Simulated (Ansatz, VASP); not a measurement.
**KBr in VASP and in Ansatz**

```xyz
2
Lattice="0.0000 3.3527 3.3527 3.3527 0.0000 3.3527 3.3527 3.3527 0.0000" Properties=species:S:1:pos:R:3 pbc="T T T"
K     0.0000    0.0000    0.0000
Br    3.3527    3.3527    3.3527
```

Alike in both runs: functional PBE; k mesh 6 × 6 × 6; occupations gaussian, width 0.02 eV; no spin polarisation.

Ansatz relaxed the structure, and its values are those at the end. VASP's run is a single point on that final structure, the one shown.

|  | VASP | Ansatz |
| --- | --- | --- |
| version | VASP 6.6.1 | Ansatz 0.2.0 |
| potentials or method | VASP PAW PBE potentials, release 64 (K_sv, Br), cutoff 500 eV | scalar-relativistic, plane waves, PAW |
| valence electrons in the cell | 16 | 16 |

|  | VASP | Ansatz | Ansatz less VASP |
| --- | --- | --- | --- |
| gap on the k mesh at the Fermi level (eV) | 4.31 | 4.31 | +0.001 |
| least direct gap on the mesh (eV) | 4.31 | 4.31 | +0.001 |
| pressure (GPa) | 0.0 | 0.0 | -0.03 |
